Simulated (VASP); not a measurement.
Here is a VASP 6.6.1 calculation.

INCAR

```
PREC = Accurate ; ENCUT = 520
EDIFF = 1E-7 ; ISMEAR = -1
SIGMA = 0.05 ; LREAL = F
LASPH = T ; NELM = 60
ALGO = Normal ; ISIF = 2
LWAVE = F ; LCHARG = F
GGA = B5 ; ALDAX = 1.0
AGGAX = 1.0 ; AGGAC = 1.0
ALDAC = 0.0 ; NBANDS = 16
```

KPOINTS

```
regular mesh
0
Gamma
  11 11 11
```

The input POSCAR:

```
GaN
1.0
    0.0000000000      2.1352350000      2.1352350000
    2.1352350000      0.0000000000      2.1352350000
    2.1352350000      2.1352350000      0.0000000000
Ga N
1 1
Direct
    0.0000000000      0.0000000000      0.0000000000
    0.5000000000      0.5000000000      0.5000000000
```

Potentials or basis: VASP PAW PBE potentials, release 64 (Ga_d, N).

Command:

```sh
$ cat potpaw_PBE.64/Ga_d/POTCAR potpaw_PBE.64/N/POTCAR > POTCAR
$ mpirun -np 1 vasp_std > vasp.out
```

What does it give for the band gap on the k mesh?

0.46 eV, indirect (least direct gap 2.43 eV).

What does it give for the pressure?

8.9 GPa.

Caveat: the PAW data sets were made with another functional, which shifts forces and pressure a little. Expect the measured gap to be larger: semilocal functionals such as BLYP lack the derivative discontinuity.
